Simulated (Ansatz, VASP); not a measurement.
InGa2As3 in VASP and in Ansatz

INCAR

```
PREC = Accurate
ENCUT = 600
EDIFF = 1E-7
ISMEAR = 0
SIGMA = 0.1
LREAL = F
LASPH = T
NELM = 80
ALGO = Normal
ISIF = 3
LWAVE = F
LCHARG = F
GGA = PE
IBRION = 2
NSW = 100
EDIFFG = -0.01
```

The input KPOINTS:

```
Automatic mesh
0
Gamma
  12 12 4
```

Contents of POSCAR:

```
InGa2As3
1.0
    4.1712492459      0.0000000000      0.0000000000
   -2.0856246229      3.6124078125      0.0000000000
    0.0000000000      0.0000000000     10.2434015256
In Ga As
1 2 3
Direct
    0.3333333333      0.6666666667      0.6682628834
    0.0000000000      0.0000000000      0.0065295042
    0.6666666667      0.3333333333      0.3269355494
    0.0000000000      0.0000000000      0.2498379553
    0.6666666667      0.3333333333      0.5691493001
    0.3333333333      0.6666666667      0.9292848076
```

Input for Ansatz:

```yaml
crystal:
  lattice:
    - [4.1712492459, 0.0, 0.0]
    - [-2.0856246229, 3.6124078125, 0.0]
    - [0.0, 0.0, 10.2434015256]
  atoms:
    - { symbol: In, position: [0.3333333333, 0.6666666667, 0.6682628834] }
    - { symbol: Ga, position: [0.0, 0.0, 0.0065295042] }
    - { symbol: Ga, position: [0.6666666667, 0.3333333333, 0.3269355494] }
    - { symbol: As, position: [0.0, 0.0, 0.2498379553] }
    - { symbol: As, position: [0.6666666667, 0.3333333333, 0.5691493001] }
    - { symbol: As, position: [0.3333333333, 0.6666666667, 0.9292848076] }
basis:
  ecutwfc: 420
kpoints:
  mp_grid: { grid: [12, 12, 4] }
hamiltonian:
  xc: pbe
scf:
  occupations: { method: gaussian, width: 0.1 }
output:
  forces: true
  stress: true
  eigenvalues: true
  write_density: true
  write_potential: true
  elf: true
  volumetric_format: npy
relax:
  adjacent_minimum: "off"
  f_tol: 0.01
  max_steps: 80
  cell: { stress_tol: 0.05 }
```

Alike in both runs: task relaxation of cell and atoms; functional PBE; k mesh 12 × 12 × 4; occupations gaussian, width 0.1 eV; no spin polarisation.

```csv
,VASP,Ansatz
version,VASP 6.6.1,Ansatz 0.2.0
potentials or method,"VASP PAW PBE potentials, release 64 (In_d, Ga_d, As), cutoff 600 eV","scalar-relativistic, plane waves, PAW"
valence electrons in the cell,54,84
```

|  | VASP | Ansatz | Ansatz less VASP |
| --- | --- | --- | --- |
| gap on the k mesh at the Fermi level, each at its own relaxed structure (eV) | none | none | - |
| relaxed volume (Å³/atom) | 25.72 | 25.66 | -0.065 |
| relaxed length of the cell vector where the two differ most in proportion (Å) | 4.170 | 4.166 | -0.0038 |

A gap of «none» marks a metal or a gap that the smearing closes. VASP's potentials hold 54 valence electrons a cell and Ansatz's 84, so a difference there can come from the potentials and not from the codes.
